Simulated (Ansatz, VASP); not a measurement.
# Two plane-wave programs on ZnS

The input INCAR:

```
SYSTEM = ZnS
PREC = Accurate ; ENCUT = 520
EDIFF = 1E-6 ; ISMEAR = 0
SIGMA = 0.01 ; LREAL = .FALSE.
LASPH = .TRUE. ; NELM = 80
ALGO = Normal ; ISIF = 2
LWAVE = .FALSE. ; LCHARG = .FALSE.
GGA = PS ; NBANDS = 36
```

File KPOINTS:

```
Automatic mesh
0
G
  6 6 6
  0 0 0
```

Contents of POSCAR:

```
ZnS
1.0
    1.9093937421      1.1023889914      9.3830176524
   -1.9093937421      1.1023889914      9.3830176524
    0.0000000000     -2.2047779828      9.3830176524
Zn S
3 3
Direct
    0.9999711400      0.9999711400      0.9999711400
    0.2222694100      0.2222694100      0.2222694100
    0.4446134400      0.4446134400      0.4446134400
    0.0832671700      0.0832671700      0.0832671700
    0.5278423000      0.5278423000      0.5278423000
    0.3053625400      0.3053625400      0.3053625400
```

Input for Ansatz:

```yaml
crystal:
  lattice:
    - [1.909393742127184, 1.102388991400398, 9.383017652362087]
    - [-1.909393742127184, 1.102388991400398, 9.383017652362087]
    - [0.0, -2.204777982800796, 9.383017652362087]
  atoms:
    - { symbol: Zn, position: [0.99997114, 0.99997114, 0.99997114] }
    - { symbol: Zn, position: [0.22226941, 0.22226941, 0.22226941] }
    - { symbol: Zn, position: [0.44461344, 0.44461344, 0.44461344] }
    - { symbol: S, position: [0.08326717, 0.08326717, 0.08326717] }
    - { symbol: S, position: [0.5278423, 0.5278423, 0.5278423] }
    - { symbol: S, position: [0.30536254, 0.30536254, 0.30536254] }
basis:
  ecutwfc: 630.0
kpoints:
  mp_grid:
    grid: [6, 6, 6]
hamiltonian:
  xc: pbesol
scf:
  self_checks: low
  lower_state_search: "off"
  mixing:
    algorithm: msr1
    beta: 0.2
    ndim: 12
  occupations:
    method: fixed
output:
  stress: true
```

Alike in both runs: task single point; functional PBEsol; k mesh 6 × 6 × 6; no spin polarisation.

```csv
,VASP,Ansatz
version,VASP 6.6.1,Ansatz 0.2.0
potentials or method,"VASP PAW PBE potentials, release 64 (Zn, S), cutoff 520 eV","plane waves, PAW"
occupations,"gaussian, width 0.01 eV",fixed
valence electrons in the cell,54,54
```

```tsv
	VASP	Ansatz	Ansatz less VASP
pressure (GPa)	-1.8	-2.0	-0.19
```

VASP's potentials were made for PBE, not for PBEsol.
